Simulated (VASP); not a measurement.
Write the native input for VASP 6.6.1 that does the following.

```
Task                   : single point
Functional             : LDA
Potentials or basis    : VASP PAW LDA potentials, release 64 (Si, Ge_d)
Cutoff                 : 520 eV
k mesh                 : 12 × 12 × 6
Occupations            : gaussian, width 0.03 eV
Spin                   : no spin polarisation
Dipole correction      : no
Further INCAR settings : ALGO = Normal; EDIFF = 1e-06; NBANDS = 26
```

The structure of SiGe lies in POSCAR:

```
SiGe
1.0
    3.8694935620      0.0000000000      0.0000000000
   -1.9347467810      3.3510797245      0.0000000000
    0.0000000000      0.0000000000      6.3947485195
Si Ge
2 2
Direct
    0.6666666667      0.3333333333      0.8745031008
    0.3333333333      0.6666666667      0.3745031008
    0.6666666667      0.3333333333      0.5239526465
    0.3333333333      0.6666666667      0.0239526465
```

The input as run:

INCAR

```
SYSTEM = SiGe
  PREC = Accurate
  ENCUT = 520
  EDIFF = 1E-6
  ISMEAR = 0
  SIGMA = 0.03
  LREAL = .False.
  LASPH = .True.
  NELM = 100
  ALGO = Normal
  ISIF = 2
  LWAVE = .False.
  LCHARG = .True.
  LELF = .True.
  LVHAR = .True.
  NBANDS = 26
```

KPOINTS

```
Automatic mesh
0
Gamma
  12 12 6
  0 0 0
```

Potentials or basis: VASP PAW LDA potentials, release 64 (Si, Ge_d).

Command:

```bash
$ cat potpaw_LDA.64/Si/POTCAR potpaw_LDA.64/Ge_d/POTCAR > POTCAR
$ mpirun -np 1 vasp_std > vasp.out
```

It gave:

```json
{"Pressure": "0.7 GPa", "Largest force": "2.254 eV/Å", "Band gap on the k mesh": "zero (band 18 reaches 6.16 eV, above the bottom of band 19 at 5.93 eV)"}
```

Caveat: forces of over 1 eV/Å act on the atoms, so gaps and moduli don't describe the material at rest.

Wall time 110 s on 1 thread of AMD EPYC 7R43 64-Core Processor (Zen 3), with other jobs on the host, peak memory 0.22 GiB.
